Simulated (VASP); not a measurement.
# Hf (Im-3m) in VASP: a series of runs, part 3 of 3

VASP 6.6.1. The steps go on from the part before.

## Step 5: Electric field gradients, PBEsol (volume scaled by 0.94)

Input file INCAR:

```
PREC = Accurate ; ENCUT = 520
EDIFF = 1E-8 ; ISMEAR = -1
SIGMA = 0.08 ; LREAL = False
LASPH = True ; NELM = 80
ALGO = Normal ; ISIF = 2
LWAVE = False ; LCHARG = False
GGA = PS ; LEFG = True
NBANDS = 11
```

Input file KPOINTS:

```
Automatic mesh
0
Gamma
  16 16 16
```

Input file POSCAR:

```
Hf
1.0
   -1.7681529262      1.7681529262      1.7681529262
    1.7681529262     -1.7681529262      1.7681529262
    1.7681529262      1.7681529262     -1.7681529262
Hf
1
Direct
    0.0000000000      0.0000000000      0.0000000000
```

Potentials or basis: VASP PAW PBE potentials, release 64 (Hf_pv).

Started as:

```sh
$ cat potpaw_PBE.64/Hf_pv/POTCAR > POTCAR
$ mpirun -np 1 vasp_std > vasp.out
```

OUTCAR:

```text
PREC = Accurate
   ENCUT = 520
   EDIFF = 1E-8
   ISMEAR = -1
   LREAL = False
   LASPH = True
   NELM = 80
   ISIF = 2
   GGA = PS

 ion  position               nearest neighbor table
   1  0.000  0.000  0.000-

  LATTYP: Found a body centered cubic cell.
 ALAT       =     3.5363058524

  Lattice vectors:

 A1 = (  -1.7681529262,   1.7681529262,   1.7681529262)
 A2 = (   1.7681529262,  -1.7681529262,   1.7681529262)
 A3 = (   1.7681529262,   1.7681529262,  -1.7681529262)

Analysis of symmetry for initial positions (statically):
=====================================================================
 Subroutine PRICEL returns:
 Original cell was already a primitive cell.

 Routine SETGRP: Setting up the symmetry group for a
 body centered cubic supercell.

 Subroutine GETGRP returns: Found 48 space group operations
 (whereof 48 operations were pure point group operations)
 out of a pool of 48 trial point group operations.

The static configuration has the point symmetry O_h .

Analysis of symmetry for dynamics (positions and initial velocities):
=====================================================================
 Subroutine PRICEL returns:
 Original cell was already a primitive cell.

 Routine SETGRP: Setting up the symmetry group for a
 body centered cubic supercell.

 Subroutine GETGRP returns: Found 48 space group operations
 (whereof 48 operations were pure point group operations)
 out of a pool of 48 trial point group operations.

The dynamic configuration has the point symmetry O_h .

[... 158 lines left out ...]
      7       6.0136      0.00000
      8       8.8419      0.00000
      9       8.8419      0.00000
     10      17.8272      0.00000
     11      17.8710      0.00000
[... 309 lines left out ...]
 k-point    24 :       0.2500    0.1875    0.0000
  band No.  band energies     occupation
      1     -25.9135      2.00000
      2     -25.5182      2.00000
      3     -25.3135      2.00000
      4       1.3194      2.00000
      5       4.0247      1.99401
      6       4.5286      0.75918
      7       8.2512      0.00000
      8       9.5757      0.00000
      9      11.0322      0.00000
     10      15.6157      0.00000
     11      17.7937      0.00000

 [... further k-points ...]

------------------------ aborting loop because EDIFF is reached ----------------------------------------

  FORCE on cell =-STRESS in cart. coord.  units (eV):
  Direction    XX          YY          ZZ          XY          YZ          ZX
  --------------------------------------------------------------------------------------
  -------------------------------------------------------------------------------------
  Total       -0.5555522     -0.5555522     -0.5555522      0.0000000     -0.0000000      0.0000000
  in kB      -40.2546441    -40.2546441    -40.2546441      0.0000000     -0.0000000      0.0000000
  external PRESSURE =     -40.2546441 kB  Pullay stress =       0.0000000 kB

 VOLUME and BASIS-vectors are now :
 -----------------------------------------------------------------------------
  energy-cutoff  :      520.00
  volume of cell :       22.11
      direct lattice vectors                 reciprocal lattice vectors
    -1.768152926  1.768152926  1.768152926     0.000000000  0.282780970  0.282780970
     1.768152926 -1.768152926  1.768152926     0.282780970  0.000000000  0.282780970
     1.768152926  1.768152926 -1.768152926     0.282780970  0.282780970  0.000000000

 POSITION                                       TOTAL-FORCE (eV/Angst)
 -----------------------------------------------------------------------------------
      0.00000      0.00000      0.00000        -0.000000      0.000000     -0.000000
 -----------------------------------------------------------------------------------
    total drift:                               -0.000000      0.000000      0.000000

  FREE ENERGIE OF THE ION-ELECTRON SYSTEM (eV)
  ---------------------------------------------------
  free  energy   TOTEN  =       -10.3422774897 eV

  energy  without entropy=      -10.3029919507  energy(sigma->0) =      -10.32263472

 Electric field gradients (V/A^2)
---------------------------------------------------------------------
 ion       V_xx      V_yy      V_zz      V_xy      V_xz      V_yz
---------------------------------------------------------------------
   1       0.000    -0.000    -0.000    -0.000    -0.000    -0.000
---------------------------------------------------------------------

 Electric field gradients after diagonalization (V/A^2)
 (convention: |V_zz| > |V_xx| > |V_yy|)
----------------------------------------------------------------------
 ion       V_xx      V_yy      V_zz     asymmetry (V_yy - V_xx)/ V_zz
----------------------------------------------------------------------
   1       0.000     0.000    -0.001       0.000
----------------------------------------------------------------------

           NMR quadrupolar parameters

 Cq : quadrupolar parameter    Cq=e*Q*V_zz/h
 eta: asymmetry parameters     (V_yy - V_xx)/ V_zz
 Q  : nuclear electric quadrupole moment in mb (millibarn)
----------------------------------------------------------------------
 ion       Cq(MHz)       eta       Q (mb)
----------------------------------------------------------------------
   1      -0.000       0.000       1.000
----------------------------------------------------------------------
```

OSZICAR:

```text
N       E                     dE             d eps       ncg     rms          rms(c)
DAV:   1     0.126466651406E+02    0.12647E+02   -0.57024E+03  3198   0.839E+02
DAV:   2    -0.102702466835E+02   -0.22917E+02   -0.22145E+02  4096   0.156E+02
DAV:   3    -0.107100378979E+02   -0.43979E+00   -0.43019E+00  3966   0.147E+01
DAV:   4    -0.107117912288E+02   -0.17533E-02   -0.17528E-02  3638   0.111E+00
DAV:   5    -0.107118005382E+02   -0.93094E-05   -0.93089E-05  4005   0.713E-02    0.453E+01
DAV:   6    -0.104354168155E+02    0.27638E+00   -0.22917E-01  3565   0.345E+00    0.262E+01
DAV:   7    -0.103462450152E+02    0.89172E-01   -0.31437E-01  3637   0.388E+00    0.114E+00
DAV:   8    -0.103422684010E+02    0.39766E-02   -0.20402E-02  3529   0.103E+00    0.789E-02
DAV:   9    -0.103422749491E+02   -0.65481E-05   -0.25949E-04  4096   0.143E-01    0.452E-02
DAV:  10    -0.103422776169E+02   -0.26678E-05   -0.14355E-05  3810   0.289E-02    0.308E-02
DAV:  11    -0.103422774956E+02    0.12127E-06   -0.18823E-06  3824   0.104E-02    0.159E-03
DAV:  12    -0.103422774897E+02    0.59579E-08   -0.28902E-08  3656   0.156E-03
   1 F= -.10342277E+02 E0= -.10322635E+02  d E =-.392855E-01
```

stdout:

```text
POSCAR found type information on POSCAR Hf
 POSCAR found :  1 types and       1 ions
 scaLAPACK will be used
 -----------------------------------------------------------------------------
|                                                                             |
|                                                                             |
|     You enforced a specific xc type in the INCAR file but a different       |
|     I HOPE YOU KNOW WHAT YOU ARE DOING!                                     |
|                                                                             |
 -----------------------------------------------------------------------------

 LDA part: xc-table for (Slater+PW92), standard interpolation
 POSCAR, INCAR and KPOINTS ok, starting setup
 FFT: planning ... GRIDC
 FFT: planning ... GRID_SOFT
 FFT: planning ... GRID
 WAVECAR not read
 entering main loop
ion   1
```

Wall time 12 s (1 thread of Intel Xeon 6975P-C (Granite Rapids), shared host); peak memory 0.16 GiB.

Results:

- Free energy: -10.3423 eV
- Pressure: -4.0 GPa
- Band gap on the k mesh: zero (band 5 reaches 6.01 eV, above the bottom of band 6 at 3.73 eV)

Levels at points of the mesh, in eV from the Fermi level:
```csv
k point,band 1,band 2,band 3,band 4,band 5,band 6,band 7,band 8,band 9,band 10
"(0.00, 0.00, 0.00)",-29.73,-29.73,-29.73,-7.08,1.52,1.52,1.52,4.35,4.35,13.34
"(0.50, 0.00, 0.00)",-30.59,-30.01,-29.73,-3.41,-0.52,1.14,4.18,5.20,7.72,10.33
"(0.50, 0.50, 0.50)",-30.33,-30.33,-30.33,-2.61,-2.61,6.88,6.88,6.88,7.32,7.32
```

Caveat: without QUAD_EFG the Cq values of the log hold for a quadrupole moment of 1 mb, not for the nuclei; the PAW data sets were made with another functional, which shifts forces and pressure a little; spin-orbit coupling is left out, which moves the levels of the heavy elements.

## Step 6: The runs side by side

| cell | gap on the mesh (eV) | pressure (GPa) |
| --- | --- | --- |
| a = 3.147 Å, angles 109.5°, 1 atom | none | -10.6 |
| a = 3.188 Å, angles 109.5°, 1 atom | none | -13.1 |
| a = 3.063 Å, angles 109.5°, 1 atom | none | -4.0 |

Alike in all rows: task electric field gradients; level PBEsol; potentials or basis VASP PAW PBE potentials, release 64 (Hf_pv); no spin polarisation; k mesh 16 × 16 × 16; cutoff (eV) 520; smearing fermi-dirac 0.08 eV.

Caveats: the PAW data sets were made with another functional, which shifts forces and pressure a little; spin-orbit coupling is left out, which moves the levels of the heavy elements.

Absolute energies hang on the potentials; compare differences alone.
